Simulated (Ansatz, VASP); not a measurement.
**One calculation of InSe, two programs**

```xyz
4
Lattice="3.8920 0.0000 0.0000 -1.9460 3.3706 0.0000 0.0000 0.0000 36.7212" Properties=species:S:1:pos:R:3 pbc="T T T"
Se    0.0000    0.0000   15.6091
Se    0.0000    0.0000   21.1111
In    1.9460    1.1235   16.9326
In    1.9460    1.1235   19.7875
```

Alike in both runs: task single point; functional PBE; dispersion D3(BJ); k mesh 9 × 9 × 1; occupations gaussian, width 0.02 eV; no spin polarisation.

|  | VASP | Ansatz |
| --- | --- | --- |
| version | VASP 6.6.1 | Ansatz 0.2.0 |
| potentials or method | VASP PAW PBE potentials, release 64 (Se, In_d), cutoff 520 eV | scalar-relativistic, plane waves, PAW |
| valence electrons in the cell | 38 | 58 |

|  | VASP | Ansatz | Ansatz less VASP |
| --- | --- | --- | --- |
| gap on the k mesh at the Fermi level (eV) | 2.04 | 2.05 | +0.010 |
| least direct gap on the mesh (eV) | 2.11 | 2.12 | +0.006 |
| rms of the force components (eV/Å) | 0.309 | 0.301 | -0.0083 |

VASP's potentials hold 38 valence electrons a cell and Ansatz's 58, so a difference there can come from the potentials and not from the codes. Ansatz's warnings: structure snapped to symmetry.
